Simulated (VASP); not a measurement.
## Sn (a cell with a defect): single point with LDA

Sn (a cell with a defect):

```
Sn
1.0
    -5.68396    5.68396    5.68396
     3.78930   -3.78930    3.78930
     3.78930    3.78930   -3.78930
Sn
11
Direct
  0.00000 0.00000 0.50000
  0.00000 0.50000 0.00000
  0.00000 0.50000 0.50000
  0.33987 0.98817 0.98817
  0.32304 0.01702 0.46900
  0.32304 0.46900 0.01702
  0.32505 0.51149 0.51149
  0.66013 0.01183 0.01183
  0.67696 0.98298 0.53100
  0.67696 0.53100 0.98298
  0.67495 0.48851 0.48851
```

- Program: VASP 6.6.1
- Task: single point
- Functional: LDA
- Potentials or basis: VASP PAW LDA potentials, release 64 (Sn_d)
- Cutoff: 400 eV
- k mesh: 2 × 3 × 3
- Occupations: fermi-dirac, width 0.1 eV
- Spin: no spin polarisation
- Dipole correction: no
- Further INCAR settings: ALGO = Normal; EDIFF = 1e-06; NBANDS = 88

```yaml
Pressure: -4.2 GPa
Largest_force: 0.030 eV/Å
Band_gap_on_the_k_mesh: zero (bands 77 and 78 overlap by 0.81 eV)
```

Forces in eV/Å, atoms in the order of the input:
```
Sn   0.000  0.000  0.000
Sn   0.000  0.000  0.000
Sn   0.000  0.000  0.000
Sn  -0.011  0.006  0.006
Sn  -0.007  0.011  0.027
Sn  -0.007  0.027  0.011
Sn   0.012  0.007  0.007
Sn   0.011 -0.006 -0.006
Sn   0.007 -0.011 -0.027
Sn   0.007 -0.027 -0.011
Sn  -0.012 -0.007 -0.007
```

Stress tensor (GPa, compression positive):
```
-4.40  0.36  0.36
 0.36 -4.15 -0.22
 0.36 -0.22 -4.15
```

Levels at points of the mesh, in eV from the Fermi level:
```tsv
k point	band 74	band 75	band 76	band 77	band 78	band 79
(0.00, 0.00, 0.00)	-1.87	-1.09	-1.06	-0.43	0.35	0.97
(0.50, 0.00, 0.00)	-1.95	-1.95	-0.29	0.06	0.10	0.95
```

Wall time 2.1 min on 1 thread of AMD EPYC 9R45 96-Core Processor (Zen 5) (shared host), peak memory 0.29 GiB.

Caveat: the k points lie up to 0.39 Å⁻¹ apart, too coarse for converged energies and pressures of a metal; spin-orbit coupling is left out, which moves the levels of the heavy elements.
